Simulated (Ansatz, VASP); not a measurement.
## Ge in VASP and in Ansatz

Contents of INCAR:

```
SYSTEM = Ge
  PREC = Accurate
  ENCUT = 520
  EDIFF = 1E-6
  ISMEAR = 0
  SIGMA = 0.1
  LREAL = .False.
  LASPH = .True.
  NELM = 80
  ALGO = Normal
  ISIF = 2
  LWAVE = .False.
  LCHARG = .False.
  GGA = PS
  NBANDS = 21
```

File KPOINTS:

```
Automatic mesh
0
Gamma
  14 14 14
  0 0 0
```

File POSCAR:

```
Ge
1.0
    0.0000000000      2.7194971790      2.7194971790
    2.7194971790      0.0000000000      2.7194971790
    2.7194971790      2.7194971790      0.0000000000
Ge
2
Direct
    0.0000000000      0.0000000000      0.0000000000
    0.2500000000      0.2500000000      0.2500000000
```

Input for Ansatz:

```yaml
crystal:
  lattice:
    - [0.0, 2.719497179, 2.719497179]
    - [2.719497179, 0.0, 2.719497179]
    - [2.719497179, 2.719497179, 0.0]
  atoms:
    - { symbol: Ge, position: [0.0, 0.0, 0.0] }
    - { symbol: Ge, position: [0.25, 0.25, 0.25] }
basis:
  ecutwfc: 420
kpoints:
  mp_grid: { grid: [14, 14, 14] }
hamiltonian:
  xc: pbesol
scf:
  occupations: { method: gaussian, width: 0.1 }
output:
  forces: true
  stress: true
  eigenvalues: true
```

Alike in both runs: task single point; functional PBEsol; k mesh 14 × 14 × 14; occupations gaussian, width 0.1 eV; no spin polarisation.

```csv
,VASP,Ansatz
version,VASP 6.6.1,Ansatz 0.2.0
potentials or method,"VASP PAW PBE potentials, release 64 (Ge_d), cutoff 520 eV","scalar-relativistic, plane waves, PAW"
valence electrons in the cell,28,28
```

```tsv
	VASP	Ansatz	Ansatz less VASP
gap on the k mesh at the Fermi level (eV)	0.30	0.30	-0.006
least direct gap on the mesh (eV)	1.12	1.10	-0.016
pressure (GPa)	11.6	11.7	+0.12
```

VASP's potentials were made for PBE, not for PBEsol.
